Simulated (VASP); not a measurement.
# Si (P1) in VASP: single point with PBE

Aim: the single point of Si with PBE.

Program: VASP 6.6.1. These are calculated values, not measurements. Logs are shortened: lines on timing, memory, paths and dates and some standing lists are left out, and cuts for length are marked.

## Step 1: The cell of the first run

The typed cell holds 16 atoms: a = 7.699 Å, b = 7.699 Å, c = 7.699 Å, α = 60.00°, β = 60.00°, γ = 60.00°.

## Step 2: Single point, PBE

File INCAR:

```
PREC = Accurate
ENCUT = 500
EDIFF = 1E-6
ISMEAR = 0
SIGMA = 0.01
LREAL = F
LASPH = T
NELM = 120
ALGO = Normal
ISIF = 2
LWAVE = F
LCHARG = T
GGA = PE
LELF = T
LVHAR = T
NBANDS = 46
GGA_COMPAT = F
```

File KPOINTS:

```
Automatic mesh
0
Gamma
  1 1 1
```

File POSCAR:

```
Si
1.0
    0.0000000000      5.4437020000      5.4437020000
    5.4437020000      0.0000000000      5.4437020000
    5.4437020000      5.4437020000      0.0000000000
Si
16
Direct
    0.1371490000      0.1215560000      0.1270520000
    0.0007610000      0.0043390000     -0.0072850000
    0.1228450000      0.1210960000      0.6194160000
   -0.0043840000     -0.0026630000      0.4985100000
    0.1202890000      0.6271930000      0.1221550000
   -0.0166150000      0.5061870000     -0.0020360000
    0.1211380000      0.6263950000      0.6261950000
    0.0002740000      0.4955600000      0.5009950000
    0.6170120000      0.1325000000      0.1184250000
    0.4989270000      0.0000990000      0.0011370000
    0.6237190000      0.1275090000      0.6061150000
    0.4987850000     -0.0015040000      0.4970720000
    0.6322780000      0.6192500000      0.1238930000
    0.4887400000      0.5007420000     -0.0091460000
    0.6161240000      0.6366250000      0.6279930000
    0.4992700000      0.5002070000      0.4917680000
```

Potentials or basis: VASP PAW PBE potentials, release 64 (Si).

Command:

```
$ cat potpaw_PBE.64/Si/POTCAR > POTCAR
$ mpirun -np 1 vasp_gam > vasp.out
```

OUTCAR:

```text
PREC = Accurate
   ENCUT = 500
   EDIFF = 1E-6
   ISMEAR = 0
   LREAL = F
   LASPH = T
   NELM = 120
   ISIF = 2
   GGA = PE

 ion  position               nearest neighbor table
   1  0.137  0.122  0.127-  10 2.27   4 2.34   6 2.43   2 2.44
   2  0.001  0.004  0.993-   3 2.35   5 2.37   9 2.41   1 2.44
   3  0.123  0.121  0.619-   4 2.34   2 2.35   8 2.35  12 2.36
   4  0.996  0.997  0.499-   7 2.33   3 2.34   1 2.34  11 2.34
   5  0.120  0.627  0.122-  14 2.32   2 2.37   8 2.38   6 2.40
   6  0.983  0.506  0.998-  13 2.21   7 2.34   5 2.40   1 2.43
[... 8 lines left out ...]
  15  0.616  0.637  0.628-  12 2.28  14 2.29   8 2.42  16 2.45
  16  0.499  0.500  0.492-  13 2.31  11 2.34   7 2.38  15 2.45

  LATTYP: Found a face centered cubic cell.
 ALAT       =    10.8874040000

  Lattice vectors:

 A1 = (   0.0000000000,   5.4437020000,   5.4437020000)
 A2 = (   5.4437020000,   0.0000000000,   5.4437020000)
 A3 = (   5.4437020000,   5.4437020000,   0.0000000000)

Analysis of symmetry for initial positions (statically):
=====================================================================
 Subroutine PRICEL returns:
 Original cell was already a primitive cell.

 Routine SETGRP: Setting up the symmetry group for a
 face centered cubic supercell.

 Subroutine GETGRP returns: Found  1 space group operations
 (whereof  1 operations were pure point group operations)
 out of a pool of 48 trial point group operations.

The static configuration has the point symmetry C_1 .

Analysis of symmetry for dynamics (positions and initial velocities):
=====================================================================
 Subroutine PRICEL returns:
 Original cell was already a primitive cell.

 Routine SETGRP: Setting up the symmetry group for a
 face centered cubic supercell.

 Subroutine GETGRP returns: Found  1 space group operations
 (whereof  1 operations were pure point group operations)
 out of a pool of 48 trial point group operations.

The dynamic configuration has the point symmetry C_1 .

 Subroutine INISYM returns: Found  1 space group operations
 (whereof  1 operations are pure point group operations),
 and found     1 'primitive' translations

----------------------------------------------------------------------------------------
[... 98 lines left out ...]
   LREAL  =      F    real-space projection
   EDIFFG = 0.1E-04   stopping-criterion for IOM
   NSW    =      0    number of steps for IOM
   IBRION =     -1    ionic relax: 0-MD 1-quasi-New 2-CG
   NFREE  =      0    steps in history (QN), initial steepest desc. (CG)
   ISIF   =      2    stress and relaxation
   ISYM   =      2    0-nonsym 1-usesym 2-fastsym
   POTIM  = 0.5000    time-step for ionic-motion
   TEBEG  =    0.0;   TEEND  =   0.0 temperature during run
   PSTRESS=    0.0 pullay stress
   NELECT =      64.0000    total number of electrons
   NUPDOWN=      -1.0000    fix difference up-down
   EMIN   =  10.00;   EMAX   =-10.00  energy-range for DOS
   EFERMI =   0.00;   METHOD = LEGACY
   ISMEAR =     0;   SIGMA  =   0.01  broadening in eV -4-tet -1-fermi 0-gaus
   EFERMI_NEDOS =   21; number of points for ismear=-14 and -15
   IALGO  =     38    algorithm
   IMIX   =      4    mixing-type and parameters
     AMIX     =   0.40;   BMIX     =  1.00
     AMIX_MAG =   1.60;   BMIX_MAG =  1.00
  volume/ion in A,a.u.               =      20.16       136.08
  Fermi-wavevector in a.u.,A,eV,Ry     =   0.954766  1.804247 12.402785  0.911579
  Thomas-Fermi vector in A             =   2.083543
   LORBIT       =      0    0 simple, 1 ext, 2 COOP (PROOUT), +10 PAW based schemes
   GGA     = PE    functional components
   LHFCALC =     F    Hartree Fock is set to
   AEXX    =    0.0000 exact exchange contribution
   IVDW    =     0    specifies the selected vdW correction
   LEPSILON=     F    determine dielectric tensor
   LRPA    =     F    only Hartree local field effects (RPA)
 non-spin polarized calculation
 Gauss-broadening in eV      SIGMA  =   0.01
  energy-cutoff  :      500.00
  volume of cell :      322.64
 maximum number of plane-waves:      4050
   NGX = 29   NGY = 29   NGZ = 29

 number of electron      64.0000001 magnetization

 Free energy of the ion-electron system (eV)
  ---------------------------------------------------
  ext. energy  EPLUGINS =         0.00000000
  ---------------------------------------------------
  free energy    TOTEN  =       -65.94673029 eV

  energy without entropy =      -65.94673029  energy(sigma->0) =      -65.94673029

 E-fermi :   6.3241     XC(G=0):  -9.2014

 val. band max:        6.2351550445   @ k =   0.0000   0.0000   0.0000
 cond. band min:       6.4650693029   @ k =   0.0000   0.0000   0.0000
 fundamental gap:      0.2299142585
 Fermi energy:         6.3241264288

 k-point     1 :       0.0000    0.0000    0.0000
  band No.  band energies     occupation
      1      -5.9368      2.00000
      2      -3.7300      2.00000
      3      -3.6638      2.00000
      4      -3.5382      2.00000
      5      -3.5076      2.00000
      6      -2.0259      2.00000
[... 36 lines left out ...]
     43       8.3896      0.00000
     44       8.4477      0.00000
 [bands above 44 left out]

------------------------ aborting loop because EDIFF is reached ----------------------------------------

  FORCE on cell =-STRESS in cart. coord.  units (eV):
  Direction    XX          YY          ZZ          XY          YZ          ZX
  --------------------------------------------------------------------------------------
  -------------------------------------------------------------------------------------
  Total       18.1612912     18.4591958     19.1155851     -2.1241959     -0.0150374     -1.5375970
  in kB       90.1870707     91.6664335     94.9259940    -10.5485347     -0.0746743     -7.6355457
  external PRESSURE =      92.2598327 kB  Pullay stress =       0.0000000 kB

 VOLUME and BASIS-vectors are now :
 -----------------------------------------------------------------------------
  energy-cutoff  :      500.00
  volume of cell :      322.64
      direct lattice vectors                 reciprocal lattice vectors
     0.000000000  5.443702000  5.443702000    -0.091849260  0.091849260  0.091849260
     5.443702000  0.000000000  5.443702000     0.091849260 -0.091849260  0.091849260
     5.443702000  5.443702000  0.000000000     0.091849260  0.091849260 -0.091849260

 POSITION                                       TOTAL-FORCE (eV/Angst)
 -----------------------------------------------------------------------------------
      1.35335      1.43823      1.40831         0.297504     -1.255733     -0.527344
      5.42766      5.40819      0.02776         0.410940      0.401439      0.111928
      4.03113      4.04065      1.32794         0.222383      0.161848     -0.084233
      8.14295      8.13358     10.84904        -0.107759      0.040289      0.173157
      4.07923      1.31979      4.06907         0.308728     -0.722547     -0.522673
      8.18815     10.78587      8.10879        -0.757967      1.747348      1.042374
[... 8 lines left out ...]
      6.88420      6.77260      6.81959        -1.516516      0.104804     -0.187759
      5.40002      5.39492      5.44085         0.749261      0.429413      0.342692
 -----------------------------------------------------------------------------------
    total drift:                               -0.000075      0.000032      0.000048

  FREE ENERGIE OF THE ION-ELECTRON SYSTEM (eV)
  ---------------------------------------------------
  free  energy   TOTEN  =       -65.9467302948 eV

  energy  without entropy=      -65.9467302948  energy(sigma->0) =      -65.94673029
```

Run time: 17 s. Hardware: 1 thread of AMD EPYC 9R45 (Zen 5), shared host; peak memory 0.34 GiB.

What came out:

```
Free energy   : -65.9467 eV
Pressure      : 9.2 GPa
Largest force : 2.223 eV/Å
```

Forces in eV/Å, atoms in the order of the input:
```
Si   0.298 -1.256 -0.527
Si   0.411  0.401  0.112
Si   0.222  0.162 -0.084
Si  -0.108  0.040  0.173
Si   0.309 -0.723 -0.523
Si  -0.758  1.747  1.042
Si  -0.539 -0.155 -0.292
Si   0.176 -0.142  0.196
Si  -0.362  0.599  0.047
Si  -1.255  0.192  0.614
Si   0.945  0.686 -0.302
Si   0.028 -1.112  0.208
Si   0.524 -1.827 -1.151
Si   0.875  0.853  0.333
Si  -1.517  0.105 -0.188
Si   0.749  0.429  0.343
```

Stress tensor (GPa, compression positive):
```
 9.02 -1.05 -0.76
-1.05  9.17 -0.01
-0.76 -0.01  9.49
```

Levels at points of the mesh, in eV from the Fermi level:
```tsv
k point	band 28	band 29	band 30	band 31	band 32	band 33	band 34	band 35	band 36	band 37
(0.00, 0.00, 0.00)	-1.35	-1.28	-0.38	-0.27	-0.09	0.14	0.28	0.32	0.35	0.36
```

Caveat: the k points lie up to 1.00 Å⁻¹ apart; forces of over 1 eV/Å act on the atoms, so gaps and moduli don't describe the material at rest.
